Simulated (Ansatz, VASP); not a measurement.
**Si4GePt in VASP and in Ansatz**

```xyz
6
Lattice="4.3553 0.0000 0.0000 -2.1776 3.7718 0.0000 0.0000 0.0000 5.9306" Properties=species:S:1:pos:R:3 pbc="T T T"
Si    0.0000    2.5145    1.6846
Si    0.0000    2.5145    4.2460
Si    2.1776    1.2573    4.2460
Si    2.1776    1.2573    1.6846
Ge    0.0000    0.0000    0.0000
Pt    0.0000    0.0000    2.9653
```

Alike in both runs: task relaxation of cell and atoms; functional PBE; k mesh 12 × 12 × 6; occupations gaussian, width 0.1 eV; no spin polarisation.

|  | VASP | Ansatz |
| --- | --- | --- |
| version | VASP 6.6.1 | Ansatz 0.2.0 |
| potentials or method | VASP PAW PBE potentials, release 64 (Si, Ge_d, Pt), cutoff 600 eV | scalar-relativistic, plane waves, PAW |
| valence electrons in the cell | 40 | 48 |

|  | VASP | Ansatz | Ansatz less VASP |
| --- | --- | --- | --- |
| gap on the k mesh at the Fermi level, each at its own relaxed structure (eV) | none | none | - |
| relaxed volume (Å³/atom) | 16.22 | 16.24 | +0.020 |
| relaxed length of the cell vector where the two differ most in proportion (Å) | 4.308 | 4.312 | +0.0039 |

A gap of «none» marks a metal or a gap that the smearing closes. VASP's potentials hold 40 valence electrons a cell and Ansatz's 48, so a difference there can come from the potentials and not from the codes.

Spin-orbit coupling is off throughout. Noted on VASP's run: too few bands were computed for a metal, which touches its energy and stress.
